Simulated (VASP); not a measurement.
A run of VASP 6.6.1:

INCAR

```
  PREC = Accurate
  ENCUT = 600
  EDIFF = 1E-6
  ISMEAR = 0
  SIGMA = 0.1
  LREAL = False
  LASPH = True
  NELM = 120
  ALGO = Normal
  ISIF = 2
  LWAVE = False
  LCHARG = False
  GGA = PE
  NBANDS = 28
  GGA_COMPAT = False
```

File KPOINTS:

```
Automatic mesh
0
Gamma
  4 4 4
```

File POSCAR:

```
Sc2SiF2
1.0
    5.4479308745      0.0000000000      0.0000000000
    0.0000000000      5.4479308745      0.0000000000
    0.0000000000      0.0000000000      4.0283286829
Sc Si F
2 1 2
Direct
    0.5000000000      0.0000000000      0.2742047751
    0.0000000000      0.5000000000      0.2742047751
    0.0000000000      0.0000000000      0.2740788989
    0.5000000000      0.0000000000      0.7741400704
    0.0000000000      0.5000000000      0.7741400704
```

Potentials or basis: VASP PAW PBE potentials, release 64 (Sc_sv, Si, F).

Launch:

```console
$ cat potpaw_PBE.64/Sc_sv/POTCAR potpaw_PBE.64/Si/POTCAR potpaw_PBE.64/F/POTCAR > POTCAR
$ mpirun -np 1 vasp_std > vasp.out
```

Hardware: 1 thread of AMD EPYC 9R45 96-Core Processor (Zen 5) (shared host).

Estimate the wall time of this run.

Run time: 51 s on 1 thread of AMD EPYC 9R45 96-Core Processor (Zen 5), on a shared host, peak memory 0.26 GiB. Counts: scf iterations 16, k points 18.
